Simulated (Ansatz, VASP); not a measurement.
# One calculation of Si5C, two programs

```xyz
6
Lattice="3.1062 0.0000 0.0000 -1.5531 2.6900 0.0000 0.0000 0.0000 13.8531" Properties=species:S:1:pos:R:3 pbc="T T T"
Si    0.0000    1.7934    8.1012
Si    0.0000    1.7934    0.0000
Si    0.0000    1.7934    5.7519
Si    1.5531    0.8967    9.7320
Si    1.5531    0.8967    4.1212
C     1.5531    0.8967    0.0000
```

Alike in both runs: functional PBE; k mesh 6 × 6 × 2; occupations gaussian, width 0.1 eV; no spin polarisation.

Ansatz relaxed the structure, and its values are those at the end. VASP's run is a single point on that final structure, the one shown.

|  | VASP | Ansatz |
| --- | --- | --- |
| version | VASP 6.6.1 | Ansatz 0.2.0 |
| potentials or method | VASP PAW PBE potentials, release 64 (Si, C), cutoff 520 eV | scalar-relativistic, plane waves, PAW |
| valence electrons in the cell | 24 | 24 |

Ansatz gave:

```
gap on the k mesh at the Fermi level (eV) : none
pressure (GPa)                            : 0.0
rms of the force components (eV/Å)        : 0.003
```

Which values does VASP return?

gap on the k mesh at the Fermi level (eV): none; pressure (GPa): -0.1; rms of the force components (eV/Å): 0.009.

A gap of «none» marks a metal or a gap that the smearing closes. The functional is the same, so the differences come from potentials, cutoffs and numerics.

The k mesh is coarse, so the values compare programs but aren't converged.
